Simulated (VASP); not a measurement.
Pt, 6 atoms in the cell. The cell holds a slab with vacuum, 6 atoms: a = 2.807 Å, b = 2.807 Å, c = 26.461 Å, α = 90.00°, β = 90.00°, γ = 120.00°. 

| Quantity | Value |
| --- | --- |
| Program | VASP 6.6.1 |
| Task | single point |
| Functional | PBE |
| Potentials or basis | VASP PAW PBE potentials, release 64 (Pt) |
| Cutoff | 520 eV |
| k mesh | 12 × 12 × 1 |
| Occupations | gaussian, width 0.1 eV |
| Spin | no spin polarisation |
| Dipole correction | yes |
| Further INCAR settings | ALGO = Normal; EDIFF = 1e-07; NBANDS = 39 |

Potentials or basis: VASP PAW PBE potentials, release 64 (Pt).

Launch:

```console
$ cat potpaw_PBE.64/Pt/POTCAR > POTCAR
$ mpirun -np 1 vasp_std > vasp.out
```

Hardware: 1 thread of AMD EPYC 7571, on a shared host.

Task: Estimate the wall time of this run.

Result: Run time: 10 min on 1 thread of AMD EPYC 7571, with other jobs on the host, peak memory 0.33 GiB. Counts: scf iterations 29, k points 19.
